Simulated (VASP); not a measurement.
Set up this calculation in VASP 6.6.1, as the native input.

```yaml
Task: single point
Functional: PBEsol
Potentials_or_basis: VASP PAW PBE potentials, release 64 (Mg, S)
Cutoff: 600 eV
k_mesh: 6 × 6 × 6
Occupations: gaussian, width 0.01 eV
Spin: non-collinear spin, zero start, spin-orbit coupling
Starting_moments: "[[0.0, 0.0, 0.0], [0.0, 0.0, 0.0]] μB"
Dipole_correction: no
Further_INCAR_settings: ALGO = Normal; EDIFF = 1e-06; NBANDS = 20
```

The structure of MgS (so) lies in POSCAR:

```
MgS
1.0
    0.0157281128      2.6014950436      2.5858117486
    2.6014950436      0.0157281128      2.5858117486
    2.6172231564      2.6172231564      0.0000000000
Mg S
1 1
Direct
    0.0000000000      0.0000000000      0.0000000000
    0.5000000000      0.5000000000      0.5000000000
```

These files were run (other wordings do the same):

INCAR

```
ALGO = Normal
EDIFF = 1E-6
ENCUT = 600
GGA = PS
GGA_COMPAT = False
ISIF = 2
ISMEAR = 0
LASPH = True
LCHARG = False
LORBIT = 11
LORBMOM = True
LREAL = False
LSORBIT = True
LWAVE = False
MAGMOM = 0 0 0 0 0 0
NBANDS = 20
NELM = 200
PREC = Accurate
SIGMA = 0.01
```

KPOINTS

```
k-points
0
Gamma
  6 6 6
```

Potentials or basis: VASP PAW PBE potentials, release 64 (Mg, S).

Launch:

```sh
$ cat potpaw_PBE.64/Mg/POTCAR potpaw_PBE.64/S/POTCAR > POTCAR
$ mpirun -np 1 vasp_ncl > vasp.out
```

Results of the run:

```json
{"Pressure": "-0.6 GPa", "Net moment": "0.00 μB per cell", "Valence electrons inside the program's atomic spheres": "Mg 0.31; S 3.79"}
```

Caveat: the PAW data sets were made with another functional, which shifts forces and pressure a little.

It took 2.6 min on 1 thread of Intel Xeon 8259CL, on a shared host, peak memory 0.3 GiB.
